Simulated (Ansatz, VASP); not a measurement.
**Two plane-wave programs on W**

```xyz
1
Lattice="-1.5823 1.5823 1.5823 1.5823 -1.5823 1.5823 1.5823 1.5823 -1.5823" Properties=species:S:1:pos:R:3 pbc="T T T"
W     0.0000    0.0000    0.0000
```

Alike in both runs: task single point; functional PBE; k mesh 9 × 9 × 9; no spin polarisation.

|  | VASP | Ansatz |
| --- | --- | --- |
| version | VASP 6.6.1 | Ansatz 0.2.0 |
| potentials or method | VASP PAW PBE potentials, release 64 (W_sv), cutoff 500 eV | plane waves, PAW |
| occupations | methfessel-paxton of order 1, width 0.2 eV | cold, width 0.2 eV |
| valence electrons in the cell | 14 | 14 |

Ansatz gave:

* pressure (GPa): 5.5

Question: Estimate VASP's values.

Answer: Pressure (GPa): 5.9.

Neither program's run includes spin-orbit coupling.
